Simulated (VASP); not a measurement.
# Sn (I4_1/amd) in VASP: notebook

The runs below take Sn through single point, relaxation of cell and atoms, with PBEsol.

Everything below comes from runs of VASP 6.6.1. Logs are shortened: lines on timing, memory, paths and dates and some standing lists are left out, and cuts for length are marked.

### Step 1. The cell of the first run

It takes space group I4_1/amd (No. 141, tetragonal). The conventional cell has a = 5.818 Å, b = 5.818 Å, c = 3.176 Å, α = 90.00°, β = 90.00°, γ = 90.00°. Within 4.0 Å of Sn (site symmetry -4m2) lie 10 Sn at 3.02 to 3.76 Å.

### Step 2. Single point, PBEsol

INCAR reads:

```
ALGO = Fast
EDIFF = 1E-6
ENCUT = 520
GGA = PS
ISIF = 2
ISMEAR = 0
LASPH = T
LCHARG = T
LELF = T
LREAL = F
LVHAR = T
LWAVE = F
NBANDS = 21
NELM = 60
PREC = Accurate
SIGMA = 0.1
```

KPOINTS reads:

```
k-points
0
Gamma
  14 14 14
```

POSCAR reads:

```
Sn
1.0
   -2.9089244811      2.9089244811      1.5881293892
    2.9089244811     -2.9089244811      1.5881293892
    2.9089244811      2.9089244811     -1.5881293892
Sn
2
Direct
    0.7500000000      0.2500000000      0.5000000000
    0.0000000000      0.0000000000      0.0000000000
```

Potentials or basis: VASP PAW PBE potentials, release 64 (Sn_d).

Run with:

```console
> cat potpaw_PBE.64/Sn_d/POTCAR > POTCAR
> mpirun -np 1 vasp_std > vasp.out
```

OUTCAR:

```text
EDIFF = 1E-6
   ENCUT = 520
   GGA = PS
   ISIF = 2
   ISMEAR = 0
   LASPH = T
   LREAL = F
   NELM = 60
   PREC = Accurate

 ion  position               nearest neighbor table
   1  0.750  0.250  0.500-   2 3.02   2 3.02   2 3.02   2 3.02
   2  0.000  0.000  0.000-   1 3.02   1 3.02   1 3.02   1 3.02

  LATTYP: Found a body centered tetragonal cell.
 ALAT       =     5.8178489622
 C/A-ratio  =     0.5459507112

  Lattice vectors:

 A1 = (  -2.9089244811,   2.9089244811,   1.5881293892)
 A2 = (   2.9089244811,  -2.9089244811,   1.5881293892)
 A3 = (   2.9089244811,   2.9089244811,  -1.5881293892)

Analysis of symmetry for initial positions (statically):
=====================================================================
 Subroutine PRICEL returns:
 Original cell was already a primitive cell.

 Routine SETGRP: Setting up the symmetry group for a
 body centered tetragonal supercell.

 Subroutine GETGRP returns: Found 16 space group operations
 (whereof  8 operations were pure point group operations)
 out of a pool of 16 trial point group operations.

The static configuration has the point symmetry D_2d.
 The point group associated with its full space group is D_4h.

Analysis of symmetry for dynamics (positions and initial velocities):
=====================================================================
 Subroutine PRICEL returns:
 Original cell was already a primitive cell.

 Routine SETGRP: Setting up the symmetry group for a
 body centered tetragonal supercell.

 Subroutine GETGRP returns: Found 16 space group operations
 (whereof  8 operations were pure point group operations)
 out of a pool of 16 trial point group operations.

The dynamic configuration has the point symmetry D_2d.
 The point group associated with its full space group is D_4h.

 Subroutine INISYM returns: Found 16 space group operations
 (whereof  8 operations are pure point group operations),
 and found     1 'primitive' translations

----------------------------------------------------------------------------------------

                                     Primitive cell

  volume of cell :      53.7540

  direct lattice vectors                    reciprocal lattice vectors
    -2.908924481  2.908924481  1.588129389     0.000000000  0.171884833  0.314835808
     2.908924481 -2.908924481  1.588129389     0.171884833  0.000000000  0.314835808
     2.908924481  2.908924481 -1.588129389     0.171884833  0.171884833  0.000000000

  length of vectors
     4.409743556  4.409743556  4.409743556     0.358700407  0.358700407  0.243081863

  position of ions in fractional coordinates (direct lattice)
     0.750000000  0.250000000  0.500000000
     0.000000000  0.000000000  0.000000000

  ion indices of the primitive-cell ions
   primitive index   ion index
                 1           1
                 2           2

----------------------------------------------------------------------------------------

 KPOINTS: k-points

Automatic generation of k-mesh.
 Grid dimensions read from file:
 generate k-points for:   14   14   14

 Generating k-lattice:

  Cartesian coordinates                     Fractional coordinates (reciprocal lattice)
     0.000000000  0.012277488  0.022488272     0.071428571  0.000000000  0.000000000
     0.012277488  0.000000000  0.022488272     0.000000000  0.071428571  0.000000000
     0.012277488  0.012277488  0.000000000     0.000000000  0.000000000  0.071428571

  Length of vectors
     0.025621458  0.025621458  0.017362990

  Shift w.r.t. Gamma in fractional coordinates (k-lattice)
     0.000000000  0.000000000  0.000000000

 Subroutine IBZKPT returns following result:
 ===========================================

 Found    244 irreducible k-points:

 Following reciprocal coordinates:
            Coordinates               Weight
  0.000000  0.000000  0.000000      1.000000
  0.071429  0.000000  0.000000      8.000000
  0.142857  0.000000 -0.000000      8.000000
  0.214286  0.000000 -0.000000      8.000000
  0.285714  0.000000  0.000000      8.000000
  0.357143  0.000000  0.000000      8.000000
[... 16 lines left out ...]
  0.214286  0.142857 -0.000000     16.000000
  0.285714  0.142857  0.000000     16.000000
 [... further k-points ...]
   k-points           NKPTS =    244   k-points in BZ     NKDIM =    244   number of bands    NBANDS=     21
   number of dos      NEDOS =    301   number of ions     NIONS =      2
   total plane-waves  NPLWV =  46656
   dimension x,y,z NGX =    36 NGY =   36 NGZ =   36
   dimension x,y,z NGXF=    72 NGYF=   72 NGZF=   72
   ions per type =               2
   NGX,Y,Z   is equivalent  to a cutoff of  13.57, 13.57, 13.57 a.u.
   NGXF,Y,Z  is equivalent  to a cutoff of  27.14, 27.14, 27.14 a.u.
 SYSTEM =  unknown system
   PREC   = accura    normal or accurate (medium, high low for compatibility)
   ISTART =      0    job   : 0-new  1-cont  2-samecut
   ICHARG =      2    charge: 1-file 2-atom 10-const
   ISPIN  =      1    spin polarized calculation?
   LNONCOLLINEAR =      F non collinear calculations
   LSORBIT =      F    spin-orbit coupling
   LASPH  =      T    aspherical Exc in radial PAW
   ENCUT  =  520.0 eV  38.22 Ry    6.18 a.u.   8.20  8.20  8.20*2*pi/ulx,y,z
   NELM   =     60;   NELMIN=  2; NELMDL= -5     # of ELM steps
   EDIFF  = 0.1E-05   stopping-criterion for ELM
   LREAL  =      F    real-space projection
   EDIFFG = 0.1E-04   stopping-criterion for IOM
   NSW    =      0    number of steps for IOM
   IBRION =     -1    ionic relax: 0-MD 1-quasi-New 2-CG
   NFREE  =      0    steps in history (QN), initial steepest desc. (CG)
   ISIF   =      2    stress and relaxation
   ISYM   =      2    0-nonsym 1-usesym 2-fastsym
   POTIM  = 0.5000    time-step for ionic-motion
   TEBEG  =    0.0;   TEEND  =   0.0 temperature during run
   PSTRESS=    0.0 pullay stress
   NELECT =      28.0000    total number of electrons
   NUPDOWN=      -1.0000    fix difference up-down
   EMIN   =  10.00;   EMAX   =-10.00  energy-range for DOS
   EFERMI =   0.00;   METHOD = LEGACY
   ISMEAR =     0;   SIGMA  =   0.10  broadening in eV -4-tet -1-fermi 0-gaus
   EFERMI_NEDOS =   21; number of points for ismear=-14 and -15
   IALGO  =     68    algorithm
   IMIX   =      4    mixing-type and parameters
     AMIX     =   0.40;   BMIX     =  1.00
     AMIX_MAG =   1.60;   BMIX_MAG =  1.00
  volume/ion in A,a.u.               =      26.88       181.37
  Fermi-wavevector in a.u.,A,eV,Ry     =   1.317217  2.489179 23.606925  1.735060
  Thomas-Fermi vector in A             =   2.447274
   LORBIT       =      0    0 simple, 1 ext, 2 COOP (PROOUT), +10 PAW based schemes
   GGA     = PS    functional components
   LHFCALC =     F    Hartree Fock is set to
   AEXX    =    0.0000 exact exchange contribution
   IVDW    =     0    specifies the selected vdW correction
   LEPSILON=     F    determine dielectric tensor
   LRPA    =     F    only Hartree local field effects (RPA)
 non-spin polarized calculation
 RMM-DIIS sequential band-by-band and
 Gauss-broadening in eV      SIGMA  =   0.10
  energy-cutoff  :      520.00
  volume of cell :       53.75
 maximum number of plane-waves:      1476
 NGX is ok and might be reduce to    36
   NGX = 17   NGY = 17   NGZ = 17

 number of electron      28.0000006 magnetization

 Free energy of the ion-electron system (eV)
  ---------------------------------------------------
  ext. energy  EPLUGINS =         0.00000000
  ---------------------------------------------------
  free energy    TOTEN  =        -8.51817012 eV

  energy without entropy =       -8.51234631  energy(sigma->0) =       -8.51525822

 E-fermi :   7.9175     XC(G=0): -10.4970

 val. band max:        7.9089901488   @ k =   0.2857   0.1429   0.0000
 cond. band min:       7.9188662520   @ k =  -0.2857   0.2857   0.2143
 fundamental gap:      0.0098761032
 Fermi energy:         7.9174821563

 k-point     1 :       0.0000    0.0000    0.0000
  band No.  band energies     occupation
      1     -13.6341      2.00000
      2     -13.5404      2.00000
      3     -13.5036      2.00000
      4     -13.4842      2.00000
      5     -13.3318      2.00000
      6     -13.3318      2.00000
[... 13 lines left out ...]
     20      17.8732      0.00000
     21      18.5273      0.00000

 k-point     2 :       0.0714    0.0000    0.0000
  band No.  band energies     occupation
      1     -13.6308      2.00000
      2     -13.5299      2.00000
      3     -13.4997      2.00000
      4     -13.4718      2.00000
      5     -13.3397      2.00000
      6     -13.3386      2.00000
[... 13 lines left out ...]
     20      17.5246      0.00000
     21      17.6311      0.00000

 k-point     3 :       0.1429    0.0000   -0.0000
  band No.  band energies     occupation
      1     -13.6207      2.00000
      2     -13.5018      2.00000
      3     -13.4887      2.00000
      4     -13.4410      2.00000
      5     -13.3575      2.00000
      6     -13.3477      2.00000
[... 13 lines left out ...]
     20      16.3683      0.00000
     21      16.5598      0.00000

 k-point     4 :       0.2143    0.0000   -0.0000
  band No.  band energies     occupation
      1     -13.6053      2.00000
      2     -13.4729      2.00000
      3     -13.4674      2.00000
      4     -13.4144      2.00000
      5     -13.3793      2.00000
      6     -13.3431      2.00000
[... 13 lines left out ...]
     20      15.4753      0.00000
     21      16.4300      0.00000

 k-point     5 :       0.2857    0.0000    0.0000
  band No.  band energies     occupation
      1     -13.5881      2.00000
      2     -13.4576      2.00000
      3     -13.4450      2.00000
      4     -13.4174      2.00000
      5     -13.3981      2.00000
      6     -13.3542      2.00000
[... 13 lines left out ...]
     20      14.8479      0.00000
     21      16.9520      0.00000
[... 382 lines left out ...]
     20      18.1659      0.00000
     21      18.4490      0.00000

 k-point    22 :       0.1429    0.1429   -0.0000
  band No.  band energies     occupation
      1     -13.5991      2.00000
      2     -13.4642      2.00000
      3     -13.4439      2.00000
      4     -13.3974      2.00000
      5     -13.3803      2.00000
      6     -13.3690      2.00000
[... 13 lines left out ...]
     20      15.3422      0.00000
     21      15.6550      0.00000

 k-point    23 :       0.2143    0.1429   -0.0000
  band No.  band energies     occupation
      1     -13.5862      2.00000
      2     -13.4539      2.00000
      3     -13.4469      2.00000
      4     -13.4025      2.00000
      5     -13.3958      2.00000
      6     -13.3801      2.00000
[... 13 lines left out ...]
     20      15.1175      0.00000
     21      16.1292      0.00000

 k-point    24 :       0.2857    0.1429    0.0000
  band No.  band energies     occupation
      1     -13.5751      2.00000
      2     -13.4652      2.00000
      3     -13.4352      2.00000
      4     -13.4260      2.00000
      5     -13.3910      2.00000
      6     -13.3863      2.00000
[... 13 lines left out ...]
     20      15.5210      0.00000
     21      16.9807      0.00000

 [... further k-points ...]

------------------------ aborting loop because EDIFF is reached ----------------------------------------

  FORCE on cell =-STRESS in cart. coord.  units (eV):
  Direction    XX          YY          ZZ          XY          YZ          ZX
  --------------------------------------------------------------------------------------
  -------------------------------------------------------------------------------------
  Total       -0.0101617     -0.0101617     -0.0138252      0.0000000      0.0000000      0.0000000
  in kB       -0.3028770     -0.3028770     -0.4120701      0.0000000      0.0000000      0.0000000
  external PRESSURE =      -0.3392747 kB  Pullay stress =       0.0000000 kB

 VOLUME and BASIS-vectors are now :
 -----------------------------------------------------------------------------
  energy-cutoff  :      520.00
  volume of cell :       53.75
      direct lattice vectors                 reciprocal lattice vectors
    -2.908924481  2.908924481  1.588129389     0.000000000  0.171884833  0.314835808
     2.908924481 -2.908924481  1.588129389     0.171884833  0.000000000  0.314835808
     2.908924481  2.908924481 -1.588129389     0.171884833  0.171884833  0.000000000

 POSITION                                       TOTAL-FORCE (eV/Angst)
 -----------------------------------------------------------------------------------
     -0.00000      2.90892      0.79406        -0.000000     -0.000000      0.000000
      0.00000      0.00000      0.00000         0.000000      0.000000     -0.000000
 -----------------------------------------------------------------------------------
    total drift:                               -0.000000      0.000000     -0.000000

  FREE ENERGIE OF THE ION-ELECTRON SYSTEM (eV)
  ---------------------------------------------------
  free  energy   TOTEN  =        -8.5181701175 eV

  energy  without entropy=       -8.5123463139  energy(sigma->0) =       -8.51525822
```

Wall time 7.9 min (1 thread of Oxide Virtual Turin-like, shared host); peak memory 0.33 GiB.

What came out:

```
Free energy            : -8.5182 eV
Pressure               : 0.0 GPa
Band gap on the k mesh : zero (band 14 reaches 9.41 eV, above the bottom of band 15 at 5.32 eV)
```

Caveat: the PAW data sets were made with another functional, which shifts forces and pressure a little; spin-orbit coupling is left out, which moves the levels of the heavy elements.

(Continued in part 2 of 2.)
